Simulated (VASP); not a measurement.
Here is a VASP 6.6.1 calculation.

The input INCAR:

```
ALGO     = Normal         # electronic algorithm
EDIFF    = 1E-6           # SCF threshold, eV
EDIFFG   = -0.04          # ionic threshold
ENCUT    = 600            # plane-wave cutoff, eV
GGA      = PE             # functional
IBRION   = 2              # ionic algorithm
ISIF     = 3              # what is computed and relaxed
ISMEAR   = 0              # smearing method
LASPH    = True           # aspherical terms in the spheres
LCHARG   = False          # write CHGCAR
LREAL    = False          # projectors in reciprocal space
LWAVE    = False          # write WAVECAR
NELM     = 80             # most SCF steps
NSW      = 90             # ionic steps
PREC     = Accurate       # precision mode
SIGMA    = 0.1            # smearing width, eV
```

File KPOINTS:

```
k-points
0
Gamma
  6 6 4
```

Contents of POSCAR:

```
TaAl5
1.0
    5.1700982200      0.0000000000      0.0000000000
   -2.5850491100      4.4774363900      0.0000000000
    0.0000000000      0.0000000000      4.7404385500
Ta Al
1 5
Direct
    0.0000000000      0.0000000000      0.0000000000
    0.3130345300      0.0000000000      0.5000000000
    0.6869654700      0.6869654700      0.5000000000
    0.0000000000      0.3130345300      0.5000000000
    0.3333333300      0.6666666700      0.0000000000
    0.6666666700      0.3333333300      0.0000000000
```

Potentials or basis: VASP PAW PBE potentials, release 64 (Ta_pv, Al).

Run with:

```bash
$ cat potpaw_PBE.64/Ta_pv/POTCAR potpaw_PBE.64/Al/POTCAR > POTCAR
$ mpirun -np 1 vasp_std > vasp.out
```

Problem. Estimate the space group after relaxing (to 0.05 Å).

Solution. P-62m (No. 189).

Problem. What does it give for the band gap on the k mesh?

Solution. Zero (band 13 reaches 7.68 eV, above the bottom of band 14 at 6.44 eV).

The path:
```
step  energy change (eV)  largest force (eV/Å)  pressure (GPa)  volume (Å³)
   1              0.0000                0.2072           -7.99       109.74
   2             -0.2343                0.6469            4.37        95.88
   3             -0.2803                0.5108            0.18        99.54
   4             -0.3099                0.3302            0.19        99.12
   5             -0.3297                0.0454            0.34        98.43
   6             -0.3368                0.0285           -0.25        99.00
   7             -0.3394                0.0030           -0.86        99.62
   8             -0.3424                0.0118           -0.27        99.08
```

Caveat: spin-orbit coupling is left out, which moves the levels of the heavy elements.
